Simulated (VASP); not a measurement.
# Na8Cl7 (a cell with a defect) in VASP: further runs

Runs on Na8Cl7 (a cell with a defect). Level: PBE. Tasks: single point.

Everything below comes from runs of VASP 6.6.1. Logs are shortened: lines on timing, memory, paths and dates and some standing lists are left out, and cuts for length are marked.

**1. The cell of the first run**

The cell holds a defect, 15 atoms: a = 8.033 Å, b = 8.033 Å, c = 8.033 Å, α = 60.00°, β = 60.00°, γ = 60.00°.

**2. Single point, PBE**

The input, INCAR:

```
ALGO = Normal ; EDIFF = 1E-6
ENCUT = 520 ; GGA = PE
ISIF = 2 ; ISMEAR = 0
LASPH = True ; LCHARG = False
LREAL = Auto ; LWAVE = False
NBANDS = 66 ; NELM = 80
PREC = Accurate ; SIGMA = 0.1
```

The input, KPOINTS:

```
k-points
0
Gamma
  2 2 2
```

The input, POSCAR:

```
Na8Cl7
1.0
    0.0000000000      5.6805172600      5.6805172600
    5.6805172600      0.0000000000      5.6805172600
    5.6805172600      5.6805172600      0.0000000000
Na Cl
8 7
Direct
   -0.0121614805     -0.0010332686     -0.0120620177
    0.0402182565     -0.0027049473      0.4592302744
   -0.0104170971      0.5254539971     -0.0103234437
   -0.0089610677      0.5026965625      0.5083622438
    0.4591424303     -0.0027179743      0.0402899049
    0.5097505856      0.0053107840      0.5098452953
    0.5082556514      0.5026906652     -0.0088664461
    0.5114822941      0.4753223829      0.5115564071
    0.2496498884      0.2646043364      0.2497599136
    0.2332499734      0.2529509962      0.7575177230
    0.2496545535      0.7384950715      0.2497568329
    0.2660389769      0.7443086266      0.7420090120
    0.7573989838      0.2529519644      0.2333387858
    0.7496366625      0.1360744039      0.7497040859
    0.7418832312      0.7443400498      0.2661205716
```

Potentials or basis: VASP PAW PBE potentials, release 64 (Na_pv, Cl).

Started as:

```bash
$ cat potpaw_PBE.64/Na_pv/POTCAR potpaw_PBE.64/Cl/POTCAR > POTCAR
$ mpirun -np 1 vasp_std > vasp.out
```

OUTCAR:

```text
EDIFF = 1E-6
   ENCUT = 520
   GGA = PE
   ISIF = 2
   ISMEAR = 0
   LASPH = True
   LREAL = Auto
   NELM = 80
   PREC = Accurate

 ion  position               nearest neighbor table
   1  0.988  0.999  0.988-
   2  0.040  0.997  0.459-  14 2.59  11 2.67   9 2.73
   3  0.990  0.525  0.990-
   4  0.991  0.503  0.508-
   5  0.459  0.997  0.040-  14 2.59  11 2.67   9 2.73
   6  0.510  0.005  0.510-
   7  0.508  0.503  0.991-
   8  0.511  0.475  0.512-
   9  0.250  0.265  0.250-   2 2.73   5 2.73
  10  0.233  0.253  0.758-
  11  0.250  0.738  0.250-   5 2.67   2 2.67
  12  0.266  0.744  0.742-
  13  0.757  0.253  0.233-
  14  0.750  0.136  0.750-   2 2.59   5 2.59
  15  0.742  0.744  0.266-

  LATTYP: Found a face centered cubic cell.
 ALAT       =    11.3610345200

  Lattice vectors:

 A1 = (   0.0000000000,   5.6805172600,   5.6805172600)
 A2 = (   5.6805172600,   0.0000000000,   5.6805172600)
 A3 = (   5.6805172600,   5.6805172600,   0.0000000000)

Analysis of symmetry for initial positions (statically):
=====================================================================
 Subroutine PRICEL returns:
 Original cell was already a primitive cell.

 Routine SETGRP: Setting up the symmetry group for a
 face centered cubic supercell.

 Subroutine GETGRP returns: Found  1 space group operations
 (whereof  1 operations were pure point group operations)
 out of a pool of 48 trial point group operations.

The static configuration has the point symmetry C_1 .

Analysis of symmetry for dynamics (positions and initial velocities):
=====================================================================
 Subroutine PRICEL returns:
 Original cell was already a primitive cell.

 Routine SETGRP: Setting up the symmetry group for a
 face centered cubic supercell.

 Subroutine GETGRP returns: Found  1 space group operations
 (whereof  1 operations were pure point group operations)
 out of a pool of 48 trial point group operations.

The dynamic configuration has the point symmetry C_1 .

 Subroutine INISYM returns: Found  1 space group operations
 (whereof  1 operations are pure point group operations),
 and found     1 'primitive' translations

----------------------------------------------------------------------------------------

                                     Primitive cell

  volume of cell :     366.6010

  direct lattice vectors                    reciprocal lattice vectors
     0.000000000  5.680517260  5.680517260    -0.088020153  0.088020153  0.088020153
     5.680517260  0.000000000  5.680517260     0.088020153 -0.088020153  0.088020153
     5.680517260  5.680517260  0.000000000     0.088020153  0.088020153 -0.088020153

  length of vectors
     8.033464550  8.033464550  8.033464550     0.152455378  0.152455378  0.152455378

  position of ions in fractional coordinates (direct lattice)
     0.987838520  0.998966731  0.987937982
     0.040218256  0.997295053  0.459230274
     0.989582903  0.525453997  0.989676556
     0.991038932  0.502696562  0.508362244
     0.459142430  0.997282026  0.040289905
     0.509750586  0.005310784  0.509845295
     0.508255651  0.502690665  0.991133554
     0.511482294  0.475322383  0.511556407
     0.249649888  0.264604336  0.249759914
     0.233249973  0.252950996  0.757517723
     0.249654554  0.738495071  0.249756833
     0.266038977  0.744308627  0.742009012
     0.757398984  0.252951964  0.233338786
     0.749636663  0.136074404  0.749704086
     0.741883231  0.744340050  0.266120572

  ion indices of the primitive-cell ions
   primitive index   ion index
                 1           1
                 2           2
                 3           3
                 4           4
                 5           5
                 6           6
                 7           7
                 8           8
                 9           9
                10          10
                11          11
                12          12
                13          13
                14          14
                15          15

----------------------------------------------------------------------------------------

 KPOINTS: k-points

Automatic generation of k-mesh.
 Grid dimensions read from file:
 generate k-points for:    2    2    2

 Generating k-lattice:

  Cartesian coordinates                     Fractional coordinates (reciprocal lattice)
    -0.044010077  0.044010077  0.044010077     0.500000000  0.000000000  0.000000000
     0.044010077 -0.044010077  0.044010077     0.000000000  0.500000000  0.000000000
     0.044010077  0.044010077 -0.044010077     0.000000000  0.000000000  0.500000000

  Length of vectors
     0.076227689  0.076227689  0.076227689

  Shift w.r.t. Gamma in fractional coordinates (k-lattice)
     0.000000000  0.000000000  0.000000000

 Subroutine IBZKPT returns following result:
 ===========================================

 Found      8 irreducible k-points:

 Following reciprocal coordinates:
            Coordinates               Weight
  0.000000  0.000000  0.000000      1.000000
  0.500000  0.000000  0.000000      1.000000
  0.000000  0.500000  0.000000      1.000000
  0.000000  0.000000  0.500000      1.000000
  0.500000  0.500000  0.500000      1.000000
  0.500000  0.500000  0.000000      1.000000
  0.000000  0.500000  0.500000      1.000000
  0.500000  0.000000  0.500000      1.000000
   k-points           NKPTS =      8   k-points in BZ     NKDIM =      8   number of bands    NBANDS=     66
   number of dos      NEDOS =    301   number of ions     NIONS =     15
   total plane-waves  NPLWV = 216000
   dimension x,y,z NGX =    60 NGY =   60 NGZ =   60
   dimension x,y,z NGXF=   120 NGYF=  120 NGZF=  120
   ions per type =               8   7
   NGX,Y,Z   is equivalent  to a cutoff of  12.42, 12.42, 12.42 a.u.
   NGXF,Y,Z  is equivalent  to a cutoff of  24.83, 24.83, 24.83 a.u.
 SYSTEM =  unknown system
   PREC   = accura    normal or accurate (medium, high low for compatibility)
   ISTART =      0    job   : 0-new  1-cont  2-samecut
   ICHARG =      2    charge: 1-file 2-atom 10-const
   ISPIN  =      1    spin polarized calculation?
   LNONCOLLINEAR =      F non collinear calculations
   LSORBIT =      F    spin-orbit coupling
   LASPH  =      T    aspherical Exc in radial PAW
   ENCUT  =  520.0 eV  38.22 Ry    6.18 a.u.  14.94 14.94 14.94*2*pi/ulx,y,z
   NELM   =     80;   NELMIN=  2; NELMDL= -5     # of ELM steps
   EDIFF  = 0.1E-05   stopping-criterion for ELM
   LREAL  =      T    real-space projection
   EDIFFG = 0.1E-04   stopping-criterion for IOM
   NSW    =      0    number of steps for IOM
   IBRION =     -1    ionic relax: 0-MD 1-quasi-New 2-CG
   NFREE  =      0    steps in history (QN), initial steepest desc. (CG)
   ISIF   =      2    stress and relaxation
   ISYM   =      2    0-nonsym 1-usesym 2-fastsym
   POTIM  = 0.5000    time-step for ionic-motion
   TEBEG  =    0.0;   TEEND  =   0.0 temperature during run
   PSTRESS=    0.0 pullay stress
   NELECT =     105.0000    total number of electrons
   NUPDOWN=      -1.0000    fix difference up-down
   EMIN   =  10.00;   EMAX   =-10.00  energy-range for DOS
   EFERMI =   0.00;   METHOD = LEGACY
   ISMEAR =     0;   SIGMA  =   0.10  broadening in eV -4-tet -1-fermi 0-gaus
   EFERMI_NEDOS =   21; number of points for ismear=-14 and -15
   IALGO  =     38    algorithm
   IMIX   =      4    mixing-type and parameters
     AMIX     =   0.40;   BMIX     =  1.00
     AMIX_MAG =   1.60;   BMIX_MAG =  1.00
  volume/ion in A,a.u.               =      24.44       164.93
  Fermi-wavevector in a.u.,A,eV,Ry     =   1.079129  2.039258 15.844250  1.164519
  Thomas-Fermi vector in A             =   2.215086
   LORBIT       =      0    0 simple, 1 ext, 2 COOP (PROOUT), +10 PAW based schemes
   GGA     = PE    functional components
   LHFCALC =     F    Hartree Fock is set to
   AEXX    =    0.0000 exact exchange contribution
   IVDW    =     0    specifies the selected vdW correction
   LEPSILON=     F    determine dielectric tensor
   LRPA    =     F    only Hartree local field effects (RPA)
 non-spin polarized calculation
 Gauss-broadening in eV      SIGMA  =   0.10
  energy-cutoff  :      520.00
  volume of cell :      366.60
 maximum number of plane-waves:      9922
 NGX is ok and might be reduce to    60
   NGX = 29   NGY = 29   NGZ = 29

 number of electron     104.9999995 magnetization

 Free energy of the ion-electron system (eV)
  ---------------------------------------------------
  ext. energy  EPLUGINS =         0.00000000
  ---------------------------------------------------
  free energy    TOTEN  =       -47.42657707 eV

  energy without entropy =      -47.40472101  energy(sigma->0) =      -47.41564904

 E-fermi :   3.3812     XC(G=0):  -7.8080

 val. band max:        3.3603756266   @ k =   0.5000   0.5000   0.5000
 cond. band min:       3.5251049301   @ k =   0.5000   0.0000   0.5000
 fundamental gap:      0.1647293034
 Fermi energy:         3.3812497486

 k-point     1 :       0.0000    0.0000    0.0000
  band No.  band energies     occupation
      1     -22.2469      2.00000
      2     -22.2457      2.00000
      3     -22.2325      2.00000
      4     -22.2322      2.00000
      5     -22.2293      2.00000
      6     -22.2289      2.00000
[... 56 lines left out ...]
     63       7.0530      0.00000
     64       7.0594      0.00000

 k-point     2 :       0.5000    0.0000    0.0000
  band No.  band energies     occupation
      1     -22.2462      2.00000
      2     -22.2457      2.00000
      3     -22.2303      2.00000
      4     -22.2299      2.00000
      5     -22.2294      2.00000
      6     -22.2292      2.00000
[... 56 lines left out ...]
     63       7.5058      0.00000
     64       7.9065      0.00000

 k-point     3 :       0.0000    0.5000    0.0000
  band No.  band energies     occupation
      1     -22.2462      2.00000
      2     -22.2457      2.00000
      3     -22.2306      2.00000
      4     -22.2299      2.00000
      5     -22.2296      2.00000
      6     -22.2286      2.00000
[... 56 lines left out ...]
     63       7.4230      0.00000
     64       7.7554      0.00000

 k-point     4 :       0.0000    0.0000    0.5000
  band No.  band energies     occupation
      1     -22.2462      2.00000
      2     -22.2457      2.00000
      3     -22.2303      2.00000
      4     -22.2299      2.00000
      5     -22.2294      2.00000
      6     -22.2292      2.00000
[... 56 lines left out ...]
     63       7.5058      0.00000
     64       7.9063      0.00000

 k-point     5 :       0.5000    0.5000    0.5000
  band No.  band energies     occupation
      1     -22.2463      2.00000
      2     -22.2456      2.00000
      3     -22.2307      2.00000
      4     -22.2298      2.00000
      5     -22.2296      2.00000
      6     -22.2285      2.00000
[... 56 lines left out ...]
     63       7.4230      0.00000
     64       7.7553      0.00000

 k-point     6 :       0.5000    0.5000    0.0000
  band No.  band energies     occupation
      1     -22.2464      2.00000
      2     -22.2455      2.00000
      3     -22.2310      2.00000
      4     -22.2298      2.00000
      5     -22.2286      2.00000
      6     -22.2279      2.00000
[... 56 lines left out ...]
     63       7.8620      0.00000
     64       8.0097      0.00000

 k-point     7 :       0.0000    0.5000    0.5000
  band No.  band energies     occupation
      1     -22.2464      2.00000
      2     -22.2455      2.00000
      3     -22.2310      2.00000
      4     -22.2298      2.00000
      5     -22.2286      2.00000
      6     -22.2279      2.00000
[... 56 lines left out ...]
     63       7.8621      0.00000
     64       8.0087      0.00000

 k-point     8 :       0.5000    0.0000    0.5000
  band No.  band energies     occupation
      1     -22.2460      2.00000
      2     -22.2453      2.00000
      3     -22.2311      2.00000
      4     -22.2304      2.00000
      5     -22.2286      2.00000
      6     -22.2279      2.00000
[... 56 lines left out ...]
     63       7.7380      0.00000
     64       7.9874      0.00000
 [bands above 64 left out]

------------------------ aborting loop because EDIFF is reached ----------------------------------------

  FORCE on cell =-STRESS in cart. coord.  units (eV):
  Direction    XX          YY          ZZ          XY          YZ          ZX
  --------------------------------------------------------------------------------------
  -------------------------------------------------------------------------------------
  Total        2.2029665      0.5211692      2.2037233      0.0000962      0.0001679     -0.9949719
  in kB        9.6277506      2.2776955      9.6310580      0.0004205      0.0007338     -4.3483827
  external PRESSURE =       7.1788347 kB  Pullay stress =       0.0000000 kB

 VOLUME and BASIS-vectors are now :
 -----------------------------------------------------------------------------
  energy-cutoff  :      520.00
  volume of cell :      366.60
      direct lattice vectors                 reciprocal lattice vectors
     0.000000000  5.680517260  5.680517260    -0.088020153  0.088020153  0.088020153
     5.680517260  0.000000000  5.680517260     0.088020153 -0.088020153  0.088020153
     5.680517260  5.680517260  0.000000000     0.088020153  0.088020153 -0.088020153

 POSITION                                       TOTAL-FORCE (eV/Angst)
 -----------------------------------------------------------------------------------
     11.28665     11.22343     11.28608        -0.011358      0.041994     -0.011253
      8.27382      2.83713      5.89361         0.030728     -0.000180     -0.109262
      8.60673     11.24322      8.60619        -0.046362      0.040171     -0.046453
      5.74334      8.51737      8.48519        -0.047741     -0.000129     -0.008616
      5.89395      2.83703      8.27324        -0.109064     -0.000143      0.031188
      2.92635      5.79183      2.92581        -0.046523     -0.040331     -0.046601
      8.48569      8.51731      5.74270        -0.008542      0.000071     -0.047731
      5.60598      5.81139      5.60556        -0.011105     -0.042496     -0.011190
      2.92186      2.83691      2.92123        -0.035641      0.000098     -0.035138
      5.73999      5.62807      2.76187        -0.036762      0.018129     -0.037907
      5.61378      2.83692      5.61320        -0.019414      0.000171     -0.019243
      8.44305      5.72623      5.73930        -0.038070     -0.018187     -0.036905
      2.76238      5.62790      5.73932        -0.037525      0.017975     -0.037002
      5.03168      8.51703      5.03130         0.454526      0.000358      0.454151
      5.73994      5.72598      8.44252        -0.037145     -0.017501     -0.038039
 -----------------------------------------------------------------------------------
    total drift:                                0.000983      0.000563      0.000505

  FREE ENERGIE OF THE ION-ELECTRON SYSTEM (eV)
  ---------------------------------------------------
  free  energy   TOTEN  =       -47.4265770674 eV

  energy  without entropy=      -47.4047210129  energy(sigma->0) =      -47.41564904
```

Run time: 4.9 min. Hardware: 1 thread of AMD EPYC 9R45 (Zen 5), shared host; peak memory 0.48 GiB.

Results:

```yaml
Free_energy: -47.4266 eV
Pressure: 0.7 GPa
Largest_force: 0.643 eV/Å
Band_gap_on_the_k_mesh: zero (an odd number of electrons rules out a gap without spin polarisation)
```

Forces on the atoms (eV/Å):
```
Na  -0.011  0.042 -0.011
Na   0.031  0.000 -0.109
Na  -0.046  0.040 -0.046
Na  -0.048  0.000 -0.009
Na  -0.109  0.000  0.031
Na  -0.047 -0.040 -0.047
Na  -0.009  0.000 -0.048
Na  -0.011 -0.042 -0.011
Cl  -0.036  0.000 -0.035
Cl  -0.037  0.018 -0.038
Cl  -0.019  0.000 -0.019
Cl  -0.038 -0.018 -0.037
Cl  -0.038  0.018 -0.037
Cl   0.455  0.000  0.454
Cl  -0.037 -0.018 -0.038
```

Caveat: the k points lie up to 0.48 Å⁻¹ apart, too coarse for converged energies and pressures of a metal; an odd number of electrons without spin polarisation forces a metal; a magnetic or distorted state may lie lower.

**3. Single point, PBE**

The input, INCAR:

```
  ALGO = Normal
  EDIFF = 1E-7
  ENCUT = 520
  GGA = PE
  ISIF = 2
  ISMEAR = 0
  LASPH = True
  LCHARG = False
  LREAL = Auto
  LWAVE = False
  NBANDS = 66
  NELM = 80
  PREC = Accurate
  SIGMA = 0.1
```

KPOINTS is that of step 2.

The input, POSCAR:

```
Na8Cl7
1.0
    0.0000000000      5.6805172600      5.6805172600
    5.6805172600      0.0000000000      5.6805172600
    5.6805172600      5.6805172600      0.0000000000
Na Cl
8 7
Direct
   -0.0105012444     -0.0032702128     -0.0102627098
    0.0401378060      0.0047082860      0.4592823823
   -0.0122548699      0.5267081963     -0.0120066531
   -0.0090462713      0.4993704570      0.5084205131
    0.4590547622      0.0047176162      0.0403494065
    0.5113823032      0.0030814095      0.5116303440
    0.5081696557      0.4993282073     -0.0088084408
    0.5096784091      0.4765358287      0.5098905377
    0.2495384549      0.2635403488      0.2498373713
    0.2331645059      0.2577275859      0.7575806574
    0.2495769197      0.7374258027      0.2498080606
    0.2659531572      0.7490706049      0.7420715944
    0.7573091152      0.2577334832      0.2333978473
    0.7495658943     -0.1339608640      0.7497517928
    0.7417915142      0.7491075733      0.2661807773
```

Potentials or basis: VASP PAW PBE potentials, release 64 (Na_pv, Cl).

Started as:

```bash
$ cat potpaw_PBE.64/Na_pv/POTCAR potpaw_PBE.64/Cl/POTCAR > POTCAR
$ mpirun -np 1 vasp_std > vasp.out
```

Wall time 5.8 min (1 thread of AMD EPYC 9R45 (Zen 5), shared host); peak memory 0.48 GiB.

The run converged. Its results:

| Quantity | Value |
| --- | --- |
| Free energy | -47.4265 eV |
| Pressure | 0.7 GPa |
| Largest force | 0.642 eV/Å |
| Band gap on the k mesh | zero (an odd number of electrons rules out a gap without spin polarisation) |

Forces in eV/Å, atoms in the order of the input:
```
Na   0.046  0.040  0.046
Na   0.109  0.000 -0.031
Na   0.011  0.042  0.011
Na   0.009  0.000  0.047
Na  -0.031  0.000  0.109
Na   0.011 -0.042  0.011
Na   0.048  0.000  0.008
Na   0.046 -0.041  0.046
Cl   0.019  0.000  0.019
Cl   0.038  0.018  0.037
Cl   0.036  0.000  0.036
Cl   0.037 -0.018  0.039
Cl   0.037  0.019  0.038
Cl  -0.454  0.001 -0.454
Cl   0.038 -0.018  0.037
```

Stress tensor (GPa, compression positive):
```
 0.96  0.00 -0.44
 0.00  0.22  0.00
-0.44  0.00  0.96
```

Levels at points of the mesh, in eV from the Fermi level:
```
           k point  band 50  band 51  band 52  band 53  band 54  band 55  band 56  band 57
(0.00, 0.00, 0.00)    -4.79    -4.72    -4.66    -0.88     1.40     2.21     2.69     2.70
(0.50, 0.00, 0.00)    -4.84    -4.79    -4.70    -0.08     1.24     2.49     2.64     2.74
(0.00, 0.50, 0.00)    -4.87    -4.75    -4.73    -0.02     1.16     2.46     2.59     2.74
(0.00, 0.00, 0.50)    -4.84    -4.79    -4.70    -0.08     1.24     2.49     2.64     2.74
(0.50, 0.50, 0.50)    -4.87    -4.75    -4.73    -0.02     1.16     2.46     2.59     2.74
(0.50, 0.50, 0.00)    -4.90    -4.85    -4.69     0.23     1.40     2.13     2.37     2.63
(0.00, 0.50, 0.50)    -4.90    -4.85    -4.69     0.23     1.40     2.13     2.37     2.63
(0.50, 0.00, 0.50)    -4.91    -4.89    -4.78     0.14     1.49     2.31     2.36     2.73
```

Caveat: the k points lie up to 0.48 Å⁻¹ apart, too coarse for converged energies and pressures of a metal; an odd number of electrons without spin polarisation forces a metal; a magnetic or distorted state may lie lower.
